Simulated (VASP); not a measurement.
A run of VASP 6.6.1:

Contents of POSCAR:

```
SrCu3Ge
1.0
    3.0922691621     -3.0924252483      0.0000000000
    3.0922691621      3.0924252483      0.0000000000
    0.0000000000      0.0000000000      4.9047644548
Sr Cu Ge
1 3 1
Direct
    0.0000000000      0.0000000000      0.9274341636
    0.0000000000      0.5000000000      0.4264961275
    0.5000000000      0.0000000000      0.4264961275
    0.5000000000      0.5000000000      0.6930700534
    0.5000000000      0.5000000000      0.1883584671
```

File INCAR.step1:

```
SYSTEM = SrCu3Ge
ALGO = Normal ; EDIFF = 1E-4
ENCUT = 520 ; GGA = PE
ISMEAR = 0 ; LASPH = .True.
LCHARG = .False. ; LREAL = .False.
LWAVE = .True. ; NBANDS = 36
NELM = 60 ; PREC = Accurate
SIGMA = 0.1
```

The input INCAR.step2:

```
SYSTEM = SrCu3Ge
ALGO = Normal ; EDIFF = 1E-6
ENCUT = 520 ; ISIF = 2
ISMEAR = 0 ; ISTART = 1
LASPH = .True. ; LCHARG = .False.
LMIXTAU = .True. ; LREAL = .False.
LWAVE = .False. ; METAGGA = R2SCAN
NBANDS = 36 ; NELM = 60
PREC = Accurate ; SIGMA = 0.1
```

KPOINTS

```
k-points
0
Gamma
  8 8 6
  0 0 0
```

Potentials or basis: VASP PAW PBE potentials, release 64 (Sr_sv, Cu, Ge_d).

Launch:

```sh
$ cat potpaw_PBE.64/Sr_sv/POTCAR potpaw_PBE.64/Cu/POTCAR potpaw_PBE.64/Ge_d/POTCAR > POTCAR
$ cp INCAR.step1 INCAR
$ mpirun -np 1 vasp_std > vasp.out
$ cp INCAR.step2 INCAR
$ mpirun -np 1 vasp_std > vasp.out
```

Hardware: 1 thread of Oxide Virtual Turin-like Processor, on a shared host.

Question: Estimate the wall time of this run.

Answer: It took 26 min on 1 thread of Oxide Virtual Turin-like Processor, with other jobs on the host, peak memory 0.38 GiB. Counts: k points 84.
